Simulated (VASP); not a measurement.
Here is a VASP 6.6.1 calculation.

Contents of POSCAR:

```
Ge2Sb2Te5
1.0
    4.2940644248      0.0000000000      0.0000000000
   -2.1470322124      3.7187688774      0.0000000000
    0.0000000000      0.0000000000     17.1013460000
Te Sb Ge
5 2 2
Direct
    0.6666666667      0.3333333333      0.4198920000
    0.3333333333      0.6666666667      0.5801080000
    0.3333333333      0.6666666667      0.2015420000
    0.6666666667      0.3333333333      0.7984580000
    0.0000000000      0.0000000000      0.0000000000
    0.0000000000      0.0000000000      0.3200680000
    0.0000000000      0.0000000000      0.6799320000
    0.6666666667      0.3333333333      0.1028950000
    0.3333333333      0.6666666667      0.8971050000
```

INCAR.step1

```
SYSTEM = Ge2Sb2Te5
ALGO = Normal ; EDIFF = 1E-4
ENCUT = 520 ; GGA = PE
ISMEAR = -1 ; LASPH = .TRUE.
LCHARG = .FALSE. ; LREAL = .FALSE.
LWAVE = .TRUE. ; NBANDS = 44
NELM = 100 ; PREC = Accurate
SIGMA = 0.05
```

Contents of INCAR.step2:

```
SYSTEM = Ge2Sb2Te5
ALGO = Normal ; EDIFF = 1E-7
ENCUT = 520 ; ISIF = 2
ISMEAR = -1 ; ISTART = 1
LASPH = .TRUE. ; LCHARG = .FALSE.
LMIXTAU = .TRUE. ; LREAL = .FALSE.
LWAVE = .FALSE. ; METAGGA = R2SCAN
NBANDS = 44 ; NELM = 100
PREC = Accurate ; SIGMA = 0.05
```

Contents of KPOINTS:

```
k-points
0
G
  7 7 2
  0 0 0
```

Potentials or basis: VASP PAW PBE potentials, release 64 (Te, Sb, Ge_d).

Launch:

```bash
$ cat potpaw_PBE.64/Te/POTCAR potpaw_PBE.64/Sb/POTCAR potpaw_PBE.64/Ge_d/POTCAR > POTCAR
$ cp INCAR.step1 INCAR
$ mpirun -np 1 vasp_std > vasp.out
$ cp INCAR.step2 INCAR
$ mpirun -np 1 vasp_std > vasp.out
```

(1) Estimate the pressure.

(2) What does it give for the band gap on the k mesh?

(3) Predict the largest force.

Results:

(1) -0.5 GPa.

(2) 0.22 eV.

(3) 0.245 eV/Å.

Caveat: semilocal functionals underestimate gaps, and a narrow one can read as zero; the PAW data sets were made with another functional, which shifts forces and pressure a little; spin-orbit coupling is left out, which moves the levels of the heavy elements.
